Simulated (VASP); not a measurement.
Crystal: AlGaN.

```
Al Ga N
1.0
     4.14429    0.00000    0.00000
    -2.07215    3.58906    0.00000
     0.00000    0.00000    5.27343
Al Ga N
2 2 2
Cartesian
  0.0000 0.0000 2.6367
  0.0000 0.0000 0.0000
  0.0000 2.3927 3.9551
  2.0721 1.1964 1.3184
  0.0000 2.3927 1.3184
  2.0721 1.1964 3.9551
```

The cell was generated, and may not be a known phase.

| Property | Result |
| --- | --- |
| Program | VASP 6.6.1 |
| Task | relaxation of cell and atoms |
| Functional | PBE |
| Potentials or basis | VASP PAW PBE potentials, release 64 (Al, Ga_d, N) |
| Cutoff | 600 eV |
| k mesh | 12 × 12 × 8 |
| Occupations | gaussian, width 0.1 eV |
| Spin | no spin polarisation |

At the start: pressure 3.1 GPa; volume 13.07 Å³/atom.

Q: How do energy, volume and symmetry change on relaxing?

A: Over 9 steps the energy falls by 4.6 meV/atom and the volume is 13.38 Å³/atom (+2.4 %); space group P6_3/mmc (No. 194, to 0.1 Å) before and after.

Step by step:
```csv
step,energy change (eV),largest force (eV/Å),pressure (GPa),volume (Å³)
1,0.0000,0.0000,3.12,78.44
2,-0.0236,0.0000,-0.65,81.36
3,-0.0247,0.0000,-0.12,80.86
4,-0.0247,0.0000,-0.06,80.81
5,-0.0254,0.0000,-0.04,80.75
6,-0.0268,0.0000,-0.02,80.56
7,-0.0278,0.0000,0.21,80.18
8,-0.0272,0.0000,-0.50,80.66
9,-0.0279,0.0000,-0.02,80.31
```

Final structure:
```yaml
crystal:
  lattice:
    - [4.22664, 0.00000, 0.00000]
    - [-2.11332, 3.66037, 0.00000]
    - [0.00000, 0.00000, 5.19070]
  atoms:
    - { symbol: Al, position: [0.00000, 0.00000, 0.50000] }
    - { symbol: Al, position: [0.00000, 0.00000, 0.00000] }
    - { symbol: Ga, position: [0.33333, 0.66667, 0.75000] }
    - { symbol: Ga, position: [0.66667, 0.33333, 0.25000] }
    - { symbol: N, position: [0.33333, 0.66667, 0.25000] }
    - { symbol: N, position: [0.66667, 0.33333, 0.75000] }
```
